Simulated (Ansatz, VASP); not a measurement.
## Li: VASP beside Ansatz

```xyz
2
Lattice="3.0546 0.0000 0.0000 -1.5273 2.6453 0.0000 0.0000 0.0000 9.3442" Properties=species:S:1:pos:R:3 pbc="T T T"
Li    2.2909    0.4409    3.5000
Li   -0.7636    2.2045    5.8442
```

Alike in both runs: task single point; functional PBE; k mesh 15 × 15 × 1; occupations fermi-dirac, width 0.05 eV; no spin polarisation.

|  | VASP | Ansatz |
| --- | --- | --- |
| version | VASP 6.6.1 | Ansatz 0.2.0 |
| potentials or method | VASP PAW PBE potentials, release 64 (Li_sv) | PAW with Ansatz's default frozen-core files, scalar-relativistic |
| plane-wave cutoff (eV) | 520 | 420 |
| valence electrons in the cell | 6 | 6 |

```tsv
	VASP	Ansatz	Ansatz less VASP
rms of the force components (eV/Å)	0.011	0.011	+0.0006
```

Atom by atom the forces differ by 0.001 eV/Å (rms over components). Ansatz's warnings: vacuum density over bound.

Noted on VASP's run: the cutoff is under 1.25 times that of the potentials, so the pressure is a little rough.
